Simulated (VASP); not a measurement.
Write the native input for VASP 6.6.1 that does the following.

```
Task                   : single point
Functional             : PBE
Potentials or basis    : VASP PAW PBE potentials, release 64 (B, N)
Cutoff                 : 520 eV
k mesh                 : 12 × 12 × 4
Occupations            : gaussian, width 0.05 eV
Spin                   : no spin polarisation
Dipole correction      : no
Further INCAR settings : ALGO = Normal; EDIFF = 1e-06; NBANDS = 16
```

The structure of BN lies in POSCAR:

```
BN
1.0
    2.5121751215      0.0000000000      0.0000000000
   -1.2560875608      2.1756074740      0.0000000000
    0.0000000000      0.0000000000      8.3436910039
B N
2 2
Direct
    0.2889353508      0.6341650877      0.2500000000
    0.6222686841      0.3008317544      0.7500000000
    0.3333333333      0.6666666667      0.7500000000
    0.6666666667      0.3333333333      0.2500000000
```

This cell differs from its parent crystal: all B atoms moved -0.100 Å, as atom 1 along Cartesian [1 1 0].

One way to write it, as run:

INCAR

```
SYSTEM = BN
ALGO = Normal
EDIFF = 1E-6
ENCUT = 520
GGA = PE
ISIF = 2
ISMEAR = 0
LASPH = .TRUE.
LCHARG = .FALSE.
LREAL = .FALSE.
LWAVE = .FALSE.
NBANDS = 16
NELM = 80
PREC = Accurate
SIGMA = 0.05
```

KPOINTS

```
k-points
0
G
  12 12 4
  0 0 0
```

Potentials or basis: VASP PAW PBE potentials, release 64 (B, N).

Command:

```console
$ cat potpaw_PBE.64/B/POTCAR potpaw_PBE.64/N/POTCAR > POTCAR
$ mpirun -np 1 vasp_std > vasp.out
```

Results of the run:

```json
{"Pressure": "3.0 GPa", "Largest force": "4.539 eV/Å", "Band gap on the k mesh": "4.19 eV, indirect (least direct gap 4.60 eV)"}
```

Caveat: the cell differs from its parent crystal (all B atoms moved -0.100 Å, as atom 1 along Cartesian [1 1 0]); this functional lacks dispersion, which binds the layers, so the pressure and a relaxed spacing across them are unreliable; forces of over 1 eV/Å act on the atoms, so gaps and moduli don't describe the material at rest.

Run time: 2.9 min on 1 thread of Intel Xeon 8259CL, with other jobs on the host, peak memory 0.26 GiB.
